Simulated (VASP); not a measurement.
Here is a VASP 6.6.1 calculation.

The input INCAR:

```
SYSTEM = K2S
PREC = Accurate ; ENCUT = 500
EDIFF = 1E-6 ; ISMEAR = 0
SIGMA = 0.05 ; LREAL = .False.
LASPH = .True. ; NELM = 120
ALGO = Normal ; ISIF = 2
LWAVE = .False. ; LCHARG = .False.
GGA = RP ; NBANDS = 19
GGA_COMPAT = .False.
```

The input KPOINTS:

```
regular mesh
0
Gamma
  6 6 6
  0 0 0
```

File POSCAR:

```
K2S
1.0
    0.0000000000      3.8373990233      3.8373990233
    3.8373990233      0.0000000000      3.8373990233
    3.8373990233      3.8373990233      0.0000000000
K S
2 1
Direct
    0.2500000000      0.2500000000      0.2500000000
    0.7500000000      0.7500000000      0.7500000000
    0.0000000000      0.0000000000      0.0000000000
```

Potentials or basis: VASP PAW PBE potentials, release 64 (K_sv, S).

Launch:

```console
$ cat potpaw_PBE.64/K_sv/POTCAR potpaw_PBE.64/S/POTCAR > POTCAR
$ mpirun -np 1 vasp_std > vasp.out
```

Q: What does it give for the band gap on the k mesh?

A: 2.35 eV, indirect (least direct gap 2.46 eV).

Q: What does it give for the pressure?

A: -0.3 GPa.

Caveat: the PAW data sets were made with another functional, which shifts forces and pressure a little. A k mesh can miss the band edges.
